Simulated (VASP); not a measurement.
# GaMo (Fd-3m) in VASP: single point with PBE

Aim: the single point of GaMo with PBE.

Program: VASP 6.6.1. These are calculated values, not measurements. Logs are shortened: lines on timing, memory, paths and dates and some standing lists are left out, and cuts for length are marked.

## Step 1: The cell of the first run

It takes space group Fd-3m (No. 227, cubic). Conventional cell: a = 6.265 Å, b = 6.265 Å, c = 6.265 Å, α = 90.00°, β = 90.00°, γ = 90.00°. Ga (site symmetry -43m) has 10 Mo at 2.71 to 3.13 Å and 4 Ga at 2.71 Å within 3.6 Å. Mo (site symmetry -43m) has 10 Ga at 2.71 to 3.13 Å and 4 Mo at 2.71 Å within 3.6 Å.

## Step 2: Single point, PBE

Input file INCAR:

```
SYSTEM = GaMo
PREC = Accurate
ENCUT = 520
EDIFF = 1E-6
ISMEAR = 0
SIGMA = 0.2
LREAL = .FALSE.
LASPH = .TRUE.
NELM = 80
ALGO = Normal
ISIF = 2
LWAVE = .FALSE.
LCHARG = .FALSE.
GGA = PE
NBANDS = 35
```

Input file KPOINTS:

```
regular mesh
0
G
  5 5 5
  0 0 0
```

Input file POSCAR:

```
GaMo
1.0
    0.0000000000      3.1326400052      3.1326400052
    3.1326400052      0.0000000000      3.1326400052
    3.1326400052      3.1326400052      0.0000000000
Ga Mo
2 2
Direct
    0.0000000000      0.0000000000      0.0000000000
    0.2500000000      0.2500000000      0.2500000000
    0.7500000000      0.7500000000      0.7500000000
    0.5000000000      0.5000000000      0.5000000000
```

Potentials or basis: VASP PAW PBE potentials, release 64 (Ga_d, Mo_sv).

Command:

```
cat potpaw_PBE.64/Ga_d/POTCAR potpaw_PBE.64/Mo_sv/POTCAR > POTCAR
mpirun -np 1 vasp_std > vasp.out
```

OUTCAR:

```text
SYSTEM = GaMo
   PREC = Accurate
   ENCUT = 520
   EDIFF = 1E-6
   ISMEAR = 0
   LREAL = .FALSE.
   LASPH = .TRUE.
   NELM = 80
   ISIF = 2
   GGA = PE

 ion  position               nearest neighbor table
   1  0.000  0.000  0.000-   3 2.71   3 2.71   3 2.71   2 2.71   3 2.71   2 2.71   2 2.71   2 2.71
                             4 3.13   4 3.13   4 3.13   4 3.13   4 3.13   4 3.13
   2  0.250  0.250  0.250-   1 2.71   1 2.71   1 2.71   1 2.71   4 2.71   4 2.71   4 2.71   4 2.71
                             3 3.13   3 3.13   3 3.13   3 3.13   3 3.13   3 3.13
   3  0.750  0.750  0.750-   4 2.71   4 2.71   4 2.71   1 2.71   4 2.71   1 2.71   1 2.71   1 2.71
                             2 3.13   2 3.13   2 3.13   2 3.13   2 3.13   2 3.13
   4  0.500  0.500  0.500-   2 2.71   2 2.71   2 2.71   2 2.71   3 2.71   3 2.71   3 2.71   3 2.71
                             1 3.13   1 3.13   1 3.13   1 3.13   1 3.13   1 3.13

  LATTYP: Found a face centered cubic cell.
 ALAT       =     6.2652800104

  Lattice vectors:

 A1 = (   0.0000000000,   3.1326400052,   3.1326400052)
 A2 = (   3.1326400052,   0.0000000000,   3.1326400052)
 A3 = (   3.1326400052,   3.1326400052,   0.0000000000)

Analysis of symmetry for initial positions (statically):
=====================================================================
 Subroutine PRICEL returns:
 Original cell was already a primitive cell.

 Routine SETGRP: Setting up the symmetry group for a
 face centered cubic supercell.

 Subroutine GETGRP returns: Found 48 space group operations
 (whereof 24 operations were pure point group operations)
 out of a pool of 48 trial point group operations.

The static configuration has the point symmetry T_d .
 The point group associated with its full space group is O_h .

Analysis of symmetry for dynamics (positions and initial velocities):
=====================================================================
 Subroutine PRICEL returns:
 Original cell was already a primitive cell.

 Routine SETGRP: Setting up the symmetry group for a
 face centered cubic supercell.

 Subroutine GETGRP returns: Found 48 space group operations
 (whereof 24 operations were pure point group operations)
 out of a pool of 48 trial point group operations.

The dynamic configuration has the point symmetry T_d .
 The point group associated with its full space group is O_h .

 Subroutine INISYM returns: Found 48 space group operations
 (whereof 24 operations are pure point group operations),
 and found     1 'primitive' translations

----------------------------------------------------------------------------------------

                                     Primitive cell

  volume of cell :      61.4839

  direct lattice vectors                    reciprocal lattice vectors
     0.000000000  3.132640005  3.132640005    -0.159609786  0.159609786  0.159609786
     3.132640005  0.000000000  3.132640005     0.159609786 -0.159609786  0.159609786
     3.132640005  3.132640005  0.000000000     0.159609786  0.159609786 -0.159609786

  length of vectors
     4.430221981  4.430221981  4.430221981     0.276452258  0.276452258  0.276452258

  position of ions in fractional coordinates (direct lattice)
     0.000000000  0.000000000  0.000000000
     0.250000000  0.250000000  0.250000000
     0.750000000  0.750000000  0.750000000
     0.500000000  0.500000000  0.500000000

  ion indices of the primitive-cell ions
   primitive index   ion index
                 1           1
                 2           2
                 3           3
                 4           4

----------------------------------------------------------------------------------------

 KPOINTS: regular mesh

Automatic generation of k-mesh.
 Grid dimensions read from file:
 generate k-points for:    5    5    5

 Generating k-lattice:

  Cartesian coordinates                     Fractional coordinates (reciprocal lattice)
    -0.031921957  0.031921957  0.031921957     0.200000000  0.000000000  0.000000000
     0.031921957 -0.031921957  0.031921957     0.000000000  0.200000000  0.000000000
     0.031921957  0.031921957 -0.031921957     0.000000000  0.000000000  0.200000000

  Length of vectors
     0.055290452  0.055290452  0.055290452

  Shift w.r.t. Gamma in fractional coordinates (k-lattice)
     0.000000000  0.000000000  0.000000000

 Subroutine IBZKPT returns following result:
 ===========================================

 Found     10 irreducible k-points:

 Following reciprocal coordinates:
            Coordinates               Weight
  0.000000  0.000000  0.000000      1.000000
  0.200000  0.000000  0.000000      8.000000
  0.400000  0.000000  0.000000      8.000000
  0.200000  0.200000  0.000000      6.000000
  0.400000  0.200000  0.000000     24.000000
 -0.400000  0.200000  0.000000     24.000000
 -0.200000  0.200000  0.000000     12.000000
  0.400000  0.400000  0.000000      6.000000
 -0.400000  0.400000  0.000000     12.000000
 -0.400000  0.400000  0.200000     24.000000
   k-points           NKPTS =     10   k-points in BZ     NKDIM =     10   number of bands    NBANDS=     35
   number of dos      NEDOS =    301   number of ions     NIONS =      4
   total plane-waves  NPLWV =  46656
   dimension x,y,z NGX =    36 NGY =   36 NGZ =   36
   dimension x,y,z NGXF=    72 NGYF=   72 NGZF=   72
   ions per type =               2   2
   NGX,Y,Z   is equivalent  to a cutoff of  13.51, 13.51, 13.51 a.u.
   NGXF,Y,Z  is equivalent  to a cutoff of  27.02, 27.02, 27.02 a.u.
 SYSTEM =  GaMo
   PREC   = accura    normal or accurate (medium, high low for compatibility)
   ISTART =      0    job   : 0-new  1-cont  2-samecut
   ICHARG =      2    charge: 1-file 2-atom 10-const
   ISPIN  =      1    spin polarized calculation?
   LNONCOLLINEAR =      F non collinear calculations
   LSORBIT =      F    spin-orbit coupling
   LASPH  =      T    aspherical Exc in radial PAW
   ENCUT  =  520.0 eV  38.22 Ry    6.18 a.u.   8.24  8.24  8.24*2*pi/ulx,y,z
   NELM   =     80;   NELMIN=  2; NELMDL= -5     # of ELM steps
   EDIFF  = 0.1E-05   stopping-criterion for ELM
   LREAL  =      F    real-space projection
   EDIFFG = 0.1E-04   stopping-criterion for IOM
   NSW    =      0    number of steps for IOM
   IBRION =     -1    ionic relax: 0-MD 1-quasi-New 2-CG
   NFREE  =      0    steps in history (QN), initial steepest desc. (CG)
   ISIF   =      2    stress and relaxation
   ISYM   =      2    0-nonsym 1-usesym 2-fastsym
   POTIM  = 0.5000    time-step for ionic-motion
   TEBEG  =    0.0;   TEEND  =   0.0 temperature during run
   PSTRESS=    0.0 pullay stress
   NELECT =      54.0000    total number of electrons
   NUPDOWN=      -1.0000    fix difference up-down
   EMIN   =  10.00;   EMAX   =-10.00  energy-range for DOS
   EFERMI =   0.00;   METHOD = LEGACY
   ISMEAR =     0;   SIGMA  =   0.20  broadening in eV -4-tet -1-fermi 0-gaus
   EFERMI_NEDOS =   21; number of points for ismear=-14 and -15
   IALGO  =     38    algorithm
   IMIX   =      4    mixing-type and parameters
     AMIX     =   0.40;   BMIX     =  1.00
     AMIX_MAG =   1.60;   BMIX_MAG =  1.00
  volume/ion in A,a.u.               =      15.37       103.73
  Fermi-wavevector in a.u.,A,eV,Ry     =   1.567782  2.962678 33.442297  2.457940
  Thomas-Fermi vector in A             =   2.669910
   LORBIT       =      0    0 simple, 1 ext, 2 COOP (PROOUT), +10 PAW based schemes
   GGA     = PE    functional components
   LHFCALC =     F    Hartree Fock is set to
   AEXX    =    0.0000 exact exchange contribution
   IVDW    =     0    specifies the selected vdW correction
   LEPSILON=     F    determine dielectric tensor
   LRPA    =     F    only Hartree local field effects (RPA)
 non-spin polarized calculation
 Gauss-broadening in eV      SIGMA  =   0.20
  energy-cutoff  :      520.00
  volume of cell :       61.48
 maximum number of plane-waves:      1667
 NGX is ok and might be reduce to    36
   NGX = 17   NGY = 17   NGZ = 17

 number of electron      53.9999993 magnetization

 Free energy of the ion-electron system (eV)
  ---------------------------------------------------
  ext. energy  EPLUGINS =         0.00000000
  ---------------------------------------------------
  free energy    TOTEN  =       -27.05502771 eV

  energy without entropy =      -26.99167496  energy(sigma->0) =      -27.02335134

 E-fermi :  10.1178     XC(G=0): -12.7975

 val. band max:       10.0251747465   @ k =  -0.4000   0.4000   0.2000
 cond. band min:      10.1867094164   @ k =   0.0000   0.0000   0.0000
 fundamental gap:      0.1615346699
 Fermi energy:        10.1177707045

 k-point     1 :       0.0000    0.0000    0.0000
  band No.  band energies     occupation
      1     -50.6060      2.00000
      2     -50.3629      2.00000
      3     -24.8831      2.00000
      4     -24.8831      2.00000
      5     -24.8831      2.00000
      6     -24.3791      2.00000
[... 27 lines left out ...]
     34      14.9079      0.00000
     35      17.7524      0.00000

 k-point     2 :       0.2000    0.0000    0.0000
  band No.  band energies     occupation
      1     -50.5892      2.00000
      2     -50.3800      2.00000
      3     -24.9054      2.00000
      4     -24.9054      2.00000
      5     -24.8836      2.00000
      6     -24.3833      2.00000
[... 27 lines left out ...]
     34      14.5882      0.00000
     35      16.3566      0.00000

 k-point     3 :       0.4000    0.0000    0.0000
  band No.  band energies     occupation
      1     -50.5537      2.00000
      2     -50.4159      2.00000
      3     -24.9380      2.00000
      4     -24.9380      2.00000
      5     -24.8865      2.00000
      6     -24.3875      2.00000
[... 27 lines left out ...]
     34      14.9542      0.00000
     35      14.9542      0.00000
[... 191 lines left out ...]
 k-point     9 :      -0.4000    0.4000    0.0000
  band No.  band energies     occupation
      1     -50.4965      2.00000
      2     -50.4734      2.00000
      3     -25.0147      2.00000
      4     -24.9921      2.00000
      5     -24.6808      2.00000
      6     -24.5933      2.00000
[... 27 lines left out ...]
     34      15.7027      0.00000
     35      17.8551      0.00000

 k-point    10 :      -0.4000    0.4000    0.2000
  band No.  band energies     occupation
      1     -50.5153      2.00000
      2     -50.4545      2.00000
      3     -25.0093      2.00000
      4     -24.9860      2.00000
      5     -24.7186      2.00000
      6     -24.5518      2.00000
[... 27 lines left out ...]
     34      16.0747      0.00000
     35      16.7591      0.00000

------------------------ aborting loop because EDIFF is reached ----------------------------------------

  FORCE on cell =-STRESS in cart. coord.  units (eV):
  Direction    XX          YY          ZZ          XY          YZ          ZX
  --------------------------------------------------------------------------------------
  -------------------------------------------------------------------------------------
  Total        0.1509100      0.1509100      0.1509100      0.0000000      0.0000000      0.0000000
  in kB        3.9324848      3.9324848      3.9324848      0.0000000      0.0000000      0.0000000
  external PRESSURE =       3.9324848 kB  Pullay stress =       0.0000000 kB

 VOLUME and BASIS-vectors are now :
 -----------------------------------------------------------------------------
  energy-cutoff  :      520.00
  volume of cell :       61.48
      direct lattice vectors                 reciprocal lattice vectors
     0.000000000  3.132640005  3.132640005    -0.159609786  0.159609786  0.159609786
     3.132640005  0.000000000  3.132640005     0.159609786 -0.159609786  0.159609786
     3.132640005  3.132640005  0.000000000     0.159609786  0.159609786 -0.159609786

 POSITION                                       TOTAL-FORCE (eV/Angst)
 -----------------------------------------------------------------------------------
      0.00000      0.00000      0.00000         0.000000      0.000000      0.000000
      1.56632      1.56632      1.56632        -0.000000     -0.000000     -0.000000
      4.69896      4.69896      4.69896         0.000000      0.000000      0.000000
      3.13264      3.13264      3.13264        -0.000000      0.000000     -0.000000
 -----------------------------------------------------------------------------------
    total drift:                                0.000000      0.000000      0.000000

  FREE ENERGIE OF THE ION-ELECTRON SYSTEM (eV)
  ---------------------------------------------------
  free  energy   TOTEN  =       -27.0550277101 eV

  energy  without entropy=      -26.9916749615  energy(sigma->0) =      -27.02335134
```

Wall time 20 s (1 thread of AMD EPYC 9R45 (Zen 5), shared host); peak memory 0.17 GiB.

Results:

| Item | Value |
| --- | --- |
| Free energy | -27.0550 eV |
| Pressure | 0.4 GPa |
| Band gap on the k mesh | 0.16 eV, indirect (least direct gap 0.19 eV) |
